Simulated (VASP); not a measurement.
# Pd (Im-3m) in VASP: a series of runs

The runs below take Pd through single point, relaxation of cell and atoms, with PBE+D3(BJ).

Everything below comes from runs of VASP 6.6.1. Logs are shortened: lines on timing, memory, paths and dates and some standing lists are left out, and cuts for length are marked.

## 1. The cell of the first run

The structure is cubic, space group Im-3m (No. 229). The conventional cell has a = 3.086 Å, b = 3.086 Å, c = 3.086 Å, α = 90.00°, β = 90.00°, γ = 90.00°. Pd (site symmetry m-3m) has 14 Pd at 2.67 to 3.09 Å within 3.5 Å.

## 2. Single point, PBE+D3(BJ)

INCAR reads:

```
SYSTEM = Pd
PREC = Accurate
ENCUT = 500
EDIFF = 1E-6
ISMEAR = 0
SIGMA = 0.1
LREAL = .FALSE.
LASPH = .TRUE.
NELM = 120
ALGO = Normal
ISIF = 2
LWAVE = .FALSE.
LCHARG = .FALSE.
GGA = PE
IVDW = 12
NBANDS = 11
GGA_COMPAT = .FALSE.
```

KPOINTS reads:

```
Automatic mesh
0
G
  8 8 8
  0 0 0
```

POSCAR reads:

```
Pd
1.0
   -1.5431889841      1.5431889841      1.5431889841
    1.5431889841     -1.5431889841      1.5431889841
    1.5431889841      1.5431889841     -1.5431889841
Pd
1
Direct
    0.0000000000      0.0000000000      0.0000000000
```

Potentials or basis: VASP PAW PBE potentials, release 64 (Pd).

Run with:

```sh
cat potpaw_PBE.64/Pd/POTCAR > POTCAR
mpirun -np 1 vasp_std > vasp.out
```

OUTCAR:

```text
SYSTEM = Pd
   PREC = Accurate
   ENCUT = 500
   EDIFF = 1E-6
   ISMEAR = 0
   LREAL = .FALSE.
   LASPH = .TRUE.
   NELM = 120
   ISIF = 2
   GGA = PE
   IVDW = 12
 IVDW          = 12

 ion  position               nearest neighbor table
   1  0.000  0.000  0.000-

  LATTYP: Found a body centered cubic cell.
 ALAT       =     3.0863779682

  Lattice vectors:

 A1 = (  -1.5431889841,   1.5431889841,   1.5431889841)
 A2 = (   1.5431889841,  -1.5431889841,   1.5431889841)
 A3 = (   1.5431889841,   1.5431889841,  -1.5431889841)

Analysis of symmetry for initial positions (statically):
=====================================================================
 Subroutine PRICEL returns:
 Original cell was already a primitive cell.

 Routine SETGRP: Setting up the symmetry group for a
 body centered cubic supercell.

 Subroutine GETGRP returns: Found 48 space group operations
 (whereof 48 operations were pure point group operations)
 out of a pool of 48 trial point group operations.

The static configuration has the point symmetry O_h .

Analysis of symmetry for dynamics (positions and initial velocities):
=====================================================================
 Subroutine PRICEL returns:
 Original cell was already a primitive cell.

 Routine SETGRP: Setting up the symmetry group for a
 body centered cubic supercell.

 Subroutine GETGRP returns: Found 48 space group operations
 (whereof 48 operations were pure point group operations)
 out of a pool of 48 trial point group operations.

The dynamic configuration has the point symmetry O_h .

 Subroutine INISYM returns: Found 48 space group operations
 (whereof 48 operations are pure point group operations),
 and found     1 'primitive' translations

----------------------------------------------------------------------------------------

                                     Primitive cell

  volume of cell :      14.7000

  direct lattice vectors                    reciprocal lattice vectors
    -1.543188984  1.543188984  1.543188984     0.000000000  0.324004386  0.324004386
     1.543188984 -1.543188984  1.543188984     0.324004386  0.000000000  0.324004386
     1.543188984  1.543188984 -1.543188984     0.324004386  0.324004386  0.000000000

  length of vectors
     2.672881726  2.672881726  2.672881726     0.458211398  0.458211398  0.458211398

  position of ions in fractional coordinates (direct lattice)
     0.000000000  0.000000000  0.000000000

  ion indices of the primitive-cell ions
   primitive index   ion index
                 1           1

----------------------------------------------------------------------------------------

 KPOINTS: Automatic mesh

Automatic generation of k-mesh.
 Grid dimensions read from file:
 generate k-points for:    8    8    8

 Generating k-lattice:

  Cartesian coordinates                     Fractional coordinates (reciprocal lattice)
     0.000000000  0.040500548  0.040500548     0.125000000  0.000000000  0.000000000
     0.040500548  0.000000000  0.040500548     0.000000000  0.125000000  0.000000000
     0.040500548  0.040500548  0.000000000     0.000000000  0.000000000  0.125000000

  Length of vectors
     0.057276425  0.057276425  0.057276425

  Shift w.r.t. Gamma in fractional coordinates (k-lattice)
     0.000000000  0.000000000  0.000000000

 Subroutine IBZKPT returns following result:
 ===========================================

 Found     29 irreducible k-points:

 Following reciprocal coordinates:
            Coordinates               Weight
  0.000000  0.000000  0.000000      1.000000
  0.125000  0.000000  0.000000     12.000000
  0.250000  0.000000  0.000000     12.000000
  0.375000  0.000000  0.000000     12.000000
  0.500000  0.000000  0.000000      6.000000
  0.125000  0.125000  0.000000     24.000000
[... 16 lines left out ...]
 -0.250000  0.250000  0.250000      6.000000
 -0.375000  0.375000  0.250000     24.000000
 [... further k-points ...]
   k-points           NKPTS =     29   k-points in BZ     NKDIM =     29   number of bands    NBANDS=     11
   number of dos      NEDOS =    301   number of ions     NIONS =      1
   total plane-waves  NPLWV =   8000
   dimension x,y,z NGX =    20 NGY =   20 NGZ =   20
   dimension x,y,z NGXF=    40 NGYF=   40 NGZF=   40
   ions per type =               1
   NGX,Y,Z   is equivalent  to a cutoff of  12.44, 12.44, 12.44 a.u.
   NGXF,Y,Z  is equivalent  to a cutoff of  24.88, 24.88, 24.88 a.u.
 SYSTEM =  Pd
   PREC   = accura    normal or accurate (medium, high low for compatibility)
   ISTART =      0    job   : 0-new  1-cont  2-samecut
   ICHARG =      2    charge: 1-file 2-atom 10-const
   ISPIN  =      1    spin polarized calculation?
   LNONCOLLINEAR =      F non collinear calculations
   LSORBIT =      F    spin-orbit coupling
   LASPH  =      T    aspherical Exc in radial PAW
   ENCUT  =  500.0 eV  36.75 Ry    6.06 a.u.   4.87  4.87  4.87*2*pi/ulx,y,z
   NELM   =    120;   NELMIN=  2; NELMDL= -5     # of ELM steps
   EDIFF  = 0.1E-05   stopping-criterion for ELM
   LREAL  =      F    real-space projection
   EDIFFG = 0.1E-04   stopping-criterion for IOM
   NSW    =      0    number of steps for IOM
   IBRION =     -1    ionic relax: 0-MD 1-quasi-New 2-CG
   NFREE  =      0    steps in history (QN), initial steepest desc. (CG)
   ISIF   =      2    stress and relaxation
   ISYM   =      2    0-nonsym 1-usesym 2-fastsym
   POTIM  = 0.5000    time-step for ionic-motion
   TEBEG  =    0.0;   TEEND  =   0.0 temperature during run
   PSTRESS=    0.0 pullay stress
   NELECT =      10.0000    total number of electrons
   NUPDOWN=      -1.0000    fix difference up-down
   EMIN   =  10.00;   EMAX   =-10.00  energy-range for DOS
   EFERMI =   0.00;   METHOD = LEGACY
   ISMEAR =     0;   SIGMA  =   0.10  broadening in eV -4-tet -1-fermi 0-gaus
   EFERMI_NEDOS =   21; number of points for ismear=-14 and -15
   IALGO  =     38    algorithm
   IMIX   =      4    mixing-type and parameters
     AMIX     =   0.40;   BMIX     =  1.00
     AMIX_MAG =   1.60;   BMIX_MAG =  1.00
  volume/ion in A,a.u.               =      14.70        99.20
  Fermi-wavevector in a.u.,A,eV,Ry     =   1.439801  2.720829 28.205233  2.073026
  Thomas-Fermi vector in A             =   2.558616
   LORBIT       =      0    0 simple, 1 ext, 2 COOP (PROOUT), +10 PAW based schemes
   GGA     = PE    functional components
   LHFCALC =     F    Hartree Fock is set to
   AEXX    =    0.0000 exact exchange contribution
   IVDW    =    12    specifies the selected vdW correction
   LEPSILON=     F    determine dielectric tensor
   LRPA    =     F    only Hartree local field effects (RPA)
 non-spin polarized calculation
 Gauss-broadening in eV      SIGMA  =   0.10
  energy-cutoff  :      500.00
  volume of cell :       14.70
 maximum number of plane-waves:       384
   NGX =  9   NGY =  9   NGZ =  9

 number of electron      10.0000000 magnetization

 number of electron       9.9999999 magnetization

 Free energy of the ion-electron system (eV)
  ---------------------------------------------------
  ext. energy  EPLUGINS =         0.00000000
  ---------------------------------------------------
  free energy    TOTEN  =        -5.13430285 eV

  energy without entropy =       -5.12440111  energy(sigma->0) =       -5.12935198

 E-fermi :   9.8088     XC(G=0): -13.2003

 val. band max:        9.8047068204   @ k =  -0.3750   0.5000   0.1250
 cond. band min:       9.8431422652   @ k =  -0.3750   0.5000   0.2500
 fundamental gap:      0.0384354448
 Fermi energy:         9.8088473953

 k-point     1 :       0.0000    0.0000    0.0000
  band No.  band energies     occupation
      1       2.6831      2.00000
      2       6.8651      2.00000
      3       6.8651      2.00000
      4       6.8651      2.00000
      5       8.8723      2.00000
      6       8.8723      2.00000
      7      29.2389      0.00000
      8      29.2389      0.00000
      9      29.2389      0.00000
     10      36.2403      0.00000
     11      37.8688      0.00000

 k-point     2 :       0.1250    0.0000    0.0000
  band No.  band energies     occupation
      1       3.2646      2.00000
      2       6.6688      2.00000
      3       6.8694      2.00000
      4       7.2888      2.00000
      5       8.6717      2.00000
      6       8.8891      2.00000
      7      28.7240      0.00000
      8      29.1933      0.00000
      9      29.9548      0.00000
     10      35.0845      0.00000
     11      35.6343      0.00000

 k-point     3 :       0.2500    0.0000    0.0000
  band No.  band energies     occupation
      1       4.4703      2.00000
      2       6.2236      2.00000
      3       7.1580      2.00000
      4       8.4246      2.00000
      5       8.5437      2.00000
      6       8.9552      2.00000
      7      25.4084      0.00000
      8      27.6925      0.00000
      9      31.7325      0.00000
     10      32.7548      0.00000
     11      34.5987      0.00000

 k-point     4 :       0.3750    0.0000    0.0000
  band No.  band energies     occupation
      1       4.6540      2.00000
      2       5.8128      2.00000
      3       8.6534      2.00000
      4       9.0598      2.00000
      5       9.2995      2.00000
      6       9.7897      1.21299
      7      20.6504      0.00000
      8      25.7644      0.00000
      9      29.2115      0.00000
     10      33.5674      0.00000
     11      35.1189      0.00000
[... 239 lines left out ...]
 k-point    22 :       0.2500    0.2500    0.2500
  band No.  band energies     occupation
      1       6.2358      2.00000
      2       6.2358      2.00000
      3       6.2358      2.00000
      4       9.1657      2.00000
      5       9.1657      2.00000
      6      18.7701      0.00000
      7      19.4081      0.00000
      8      19.4081      0.00000
      9      19.4081      0.00000
     10      36.2956      0.00000
     11      40.7273      0.00000

 k-point    23 :      -0.2500    0.2500    0.2500
  band No.  band energies     occupation
      1       5.7325      2.00000
      2       6.5199      2.00000
      3       7.5091      2.00000
      4       7.5091      2.00000
      5       8.3433      2.00000
      6      10.5605      0.00000
      7      26.9015      0.00000
      8      26.9046      0.00000
      9      26.9046      0.00000
     10      27.4935      0.00000
     11      36.2346      0.00000

 k-point    24 :      -0.3750    0.3750    0.2500
  band No.  band energies     occupation
      1       5.5888      2.00000
      2       5.9898      2.00000
      3       7.5148      2.00000
      4       8.1105      2.00000
      5       9.5305      1.99992
      6      12.8150      0.00000
      7      21.8737      0.00000
      8      24.3611      0.00000
      9      26.7650      0.00000
     10      29.2067      0.00000
     11      36.1258      0.00000

 [... further k-points ...]

------------------------ aborting loop because EDIFF is reached ----------------------------------------

 Edisp (eV)   -0.66956

 E8    (eV) :    -0.2956

  FORCE on cell =-STRESS in cart. coord.  units (eV):
  Direction    XX          YY          ZZ          XY          YZ          ZX
  --------------------------------------------------------------------------------------
  -------------------------------------------------------------------------------------
  Total       0.16322     0.16322     0.16322     0.00000     0.00000    -0.00000
  in kB      17.78988    17.78988    17.78988     0.00000     0.00000    -0.00000
  external pressure =       17.79 kB  Pullay stress =        0.00 kB

 VOLUME and BASIS-vectors are now :
 -----------------------------------------------------------------------------
  energy-cutoff  :      500.00
  volume of cell :       14.70
      direct lattice vectors                 reciprocal lattice vectors
    -1.543188984  1.543188984  1.543188984     0.000000000  0.324004386  0.324004386
     1.543188984 -1.543188984  1.543188984     0.324004386  0.000000000  0.324004386
     1.543188984  1.543188984 -1.543188984     0.324004386  0.324004386  0.000000000

 POSITION                                       TOTAL-FORCE (eV/Angst)
 -----------------------------------------------------------------------------------
      0.00000      0.00000      0.00000         0.000000      0.000000      0.000000
 -----------------------------------------------------------------------------------
    total drift:                                0.000000     -0.000000      0.000000

  FREE ENERGIE OF THE ION-ELECTRON SYSTEM (eV)
  ---------------------------------------------------
  free  energy   TOTEN  =        -5.8038594806 eV

  energy  without entropy=       -5.7939577428  energy(sigma->0) =       -5.79890861
```

Run time: 3.9 s. Hardware: 1 thread of Intel Xeon Platinum 8488C (Sapphire Rapids), shared host; peak memory 0.13 GiB.

What came out:

- Free energy: -5.8039 eV
- Pressure: 1.8 GPa
- Band gap on the k mesh: zero (band 5 reaches 10.46 eV, above the bottom of band 6 at 8.87 eV)
- Dispersion energy per atom: -0.670 eV

Caveat: pairwise dispersion overbinds metals, which lowers pressure and volume.

## 3. Single point, PBE+D3(BJ)

This run uses another cell than the first one, of 14.82 Å³/atom, 1.008 times its volume.

INCAR reads:

```
SYSTEM = Pd
ALGO = Normal ; EDIFF = 1E-6
ENCUT = 500 ; GGA = PE
GGA_COMPAT = .FALSE. ; ISIF = 2
ISMEAR = 0 ; IVDW = 12
LASPH = .TRUE. ; LCHARG = .TRUE.
LELF = .TRUE. ; LREAL = .FALSE.
LVHAR = .TRUE. ; LWAVE = .FALSE.
NBANDS = 11 ; NELM = 120
PREC = Accurate ; SIGMA = 0.1
```

KPOINTS reads:

```
k-points
0
G
  18 18 18
  0 0 0
```

POSCAR reads:

```
Pd
1.0
   -1.5474731528      1.5474731528      1.5474731528
    1.5474731528     -1.5474731528      1.5474731528
    1.5474731528      1.5474731528     -1.5474731528
Pd
1
Direct
    0.0000000000      0.0000000000      0.0000000000
```

Potentials or basis: VASP PAW PBE potentials, release 64 (Pd).

Run with:

```sh
cat potpaw_PBE.64/Pd/POTCAR > POTCAR
mpirun -np 1 vasp_std > vasp.out
```

Run time: 20 s. Hardware: 1 thread of Intel Xeon Platinum 8488C (Sapphire Rapids), shared host; peak memory 0.15 GiB.

The run converged. Its results:

```yaml
Free_energy: -5.8297 eV
Pressure: -0.3 GPa
Band_gap_on_the_k_mesh: zero (band 5 reaches 10.30 eV, above the bottom of band 6 at 8.65 eV)
Dispersion_energy_per_atom: -0.664 eV
```

Levels at points of the mesh, in eV from the Fermi level:
```
           k point  band 2  band 3  band 4  band 5  band 6  band 7  band 8  band 9
(0.00, 0.00, 0.00)   -2.94   -2.94   -2.94   -0.96   -0.96   19.38   19.38   19.38
(0.50, 0.00, 0.00)   -4.14   -1.03   -0.72    0.60    1.42    7.93   15.15   17.85
(0.50, 0.50, 0.50)   -5.22    0.22    0.22    0.22    9.24    9.24    9.24   17.66
```

Caveat: pairwise dispersion overbinds metals, which lowers pressure and volume.

(Continued in part 2 of 2.)
